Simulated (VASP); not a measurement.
Input of a VASP 6.6.1 run:

INCAR

```
PREC = Accurate
ENCUT = 520
EDIFF = 1E-8
ISMEAR = -1
SIGMA = 0.02
LREAL = False
LASPH = True
NELM = 100
ALGO = Normal
ISIF = 2
LWAVE = False
LCHARG = False
LEFG = True
NBANDS = 14
```

The input KPOINTS:

```
Automatic mesh
0
Gamma
  10 10 10
```

The input POSCAR:

```
NaF
1.0
    0.0000000000      2.3233000000      2.3233000000
    2.3233000000      0.0000000000      2.3233000000
    2.3233000000      2.3233000000      0.0000000000
Na F
1 1
Direct
    0.0000000000      0.0000000000      0.0000000000
    0.5000000000      0.5000000000      0.5000000000
```

Potentials or basis: VASP PAW LDA potentials, release 64 (Na_pv, F).

Command:

```console
$ cat potpaw_LDA.64/Na_pv/POTCAR potpaw_LDA.64/F/POTCAR > POTCAR
$ mpirun -np 1 vasp_std > vasp.out
```

Q: Predict the pressure.

A: -4.7 GPa.

Q: Estimate the band gap on the k mesh.

A: 5.91 eV.

Caveat: the cell stands under tension. As with any semilocal functional, this LDA gap is likely too small.
